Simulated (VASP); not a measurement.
Runs of VASP 6.6.1 on CdO. The structure is that of space group Fm-3m (No. 225), or close to it. The cells are those of the table. 

| level | cell | k mesh | cutoff (eV) | gap on the mesh (eV) | pressure (GPa) |
| --- | --- | --- | --- | --- | --- |
| PBE | a = 3.438 Å, angles 60.0°, 2 atoms | 8 × 8 × 8 | 700 | none | -6.6 |
| PBE | a = 3.337 Å, angles 60.0°, 2 atoms | 8 × 8 × 8 | 700 | none | (a) |
| r2SCAN | a = 3.328 Å, angles 60.0°, 2 atoms | 10 × 10 × 10 | 770 | 0.10 | -0.4 |
| r2SCAN | a = 3.361 Å, angles 60.0°, 2 atoms | 8 × 8 × 8 | 770 | 0.04 | (b) |

Alike in all rows: task single point; potentials or basis VASP PAW PBE potentials, release 64 (Cd_sv_GW, O); no spin polarisation; smearing fermi-dirac 0.02 eV.

Question: Estimate the missing entries.

Answer: (a) 3.9; (b) -4.4.

Caveats: semilocal functionals underestimate gaps, and a narrow one can read as zero; the cell stands under tension (at least some runs); the PAW data sets were made with another functional, which shifts forces and pressure a little (at least some runs); the cell stands under pressure (at least some runs); the smearing spreads over this small gap (at least some runs).

A k mesh can miss the band edges, and the runs leave out spin-orbit coupling on Cd.

A gap of «none» marks levels without a gap at the run's occupations.
